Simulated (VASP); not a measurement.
Input of a VASP 6.6.1 run:

File INCAR:

```
SYSTEM = CoPtO2
PREC = Accurate
ENCUT = 520
EDIFF = 1E-7
ISMEAR = 0
SIGMA = 0.15
LREAL = .False.
LASPH = .True.
NELM = 60
ALGO = Normal
ISIF = 2
LWAVE = .False.
LCHARG = .False.
GGA = PE
NBANDS = 24
```

The input KPOINTS:

```
Automatic mesh
0
Gamma
  18 18 18
  0 0 0
```

The input POSCAR:

```
CoPtO2
1.0
    1.4059840539      0.8117452720      6.1399172004
   -1.4059840539      0.8117452720      6.1399172004
    0.0000000000     -1.6234905440      6.1399172004
Co Pt O
1 1 2
Direct
    0.5000000000      0.5000000000      0.5000000000
    0.0000000000      0.0000000000      0.0000000000
    0.8876528272      0.8876528272      0.8876528272
    0.1123471728      0.1123471728      0.1123471728
```

Potentials or basis: VASP PAW PBE potentials, release 64 (Co, Pt, O).

Launch:

```sh
$ cat potpaw_PBE.64/Co/POTCAR potpaw_PBE.64/Pt/POTCAR potpaw_PBE.64/O/POTCAR > POTCAR
$ mpirun -np 1 vasp_std > vasp.out
```

(1) Predict the band gap on the k mesh.

(2) Predict the largest force.

## Answers

(1) zero (an odd number of electrons rules out a gap without spin polarisation).

(2) 0.398 eV/Å.

Caveat: the cell differs from its parent crystal (strain -0.015 along x and y, +0.030 along z); spin-orbit coupling is left out, which moves the levels of the heavy elements; an odd number of electrons without spin polarisation forces a metal; a magnetic or distorted state may lie lower; the run has no spin polarisation, though such a crystal can be magnetic; semilocal functionals often make such compounds metallic where correlation or magnetic order opens a gap, which also shifts bond lengths.
